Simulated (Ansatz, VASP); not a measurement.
This is a calculation of Pb for Ansatz 0.2.0.

input.yaml

```yaml
crystal:
  lattice:
    - [3.48, 0.0, 0.0]
    - [-1.74, 3.0137684052, 0.0]
    - [0.0, 0.0, 5.59]
  atoms:
    - { symbol: Pb, position: [0.6666666667, 0.3333333333, 0.75] }
    - { symbol: Pb, position: [0.3333333333, 0.6666666667, 0.25] }
hamiltonian:
  xc: revpbe
  pseudopotentials: { kind: paw }
kpoints:
  mp_grid: { grid: [9, 9, 5] }
scf:
  occupations: { method: fermi_dirac, width: 0.05 }
output:
  forces: true
  stress: true
  eigenvalues: true
relax:
  f_tol: 0.01
  max_steps: 40
  cell: { stress_tol: 0.05 }
```

Potentials or basis: Ansatz PAW.

Launch:

```sh
$ ansatz run input.yaml --threads 2 --pin off --max-ram 5632MiB --backend cpu --events-out ev --progress --plain --runs-dir out
```

Translate it to VASP 6.6.1. Potentials there: VASP PAW PBE potentials, release 64 (Pb_d).

As run (the cutoff follows the program's own potentials):

File INCAR:

```
ALGO = Normal
EDIFF = 1E-6
EDIFFG = -0.01
ENCUT = 600
GGA = RE
IBRION = 2
ISIF = 3
ISMEAR = -1
LASPH = T
LCHARG = F
LREAL = F
LWAVE = F
NELM = 60
NSW = 60
PREC = Accurate
SIGMA = 0.05
```

Contents of KPOINTS:

```
k-points
0
Gamma
  9 9 5
```

The input POSCAR:

```
Pb
1.0
    3.4800000000      0.0000000000      0.0000000000
   -1.7400000000      3.0137684052      0.0000000000
    0.0000000000      0.0000000000      5.5900000000
Pb
2
Direct
    0.6666666667      0.3333333333      0.7500000000
    0.3333333333      0.6666666667      0.2500000000
```

Potentials or basis: VASP PAW PBE potentials, release 64 (Pb_d).

The run is started by

```sh
$ cat potpaw_PBE.64/Pb_d/POTCAR > POTCAR
$ mpirun -np 1 vasp_std > vasp.out
```

Both were run:

|  | VASP | Ansatz | Ansatz less VASP |
| --- | --- | --- | --- |
| gap on the k mesh at the Fermi level, each at its own relaxed structure (eV) | none | none | - |
| relaxed volume (Å³/atom) | 32.67 | 32.68 | +0.010 |
| relaxed cell length with the largest relative difference (Å) | 6.003 | 6.009 | +0.0063 |

VASP's potentials were made for PBE, not for revPBE. A gap of «none» marks a metal or a gap that the smearing closes.

Neither program's run includes spin-orbit coupling. Noted on Ansatz's run: the plane-wave basis is chosen anew once the cell has moved, so the energies of steps on either side of that aren't comparable.
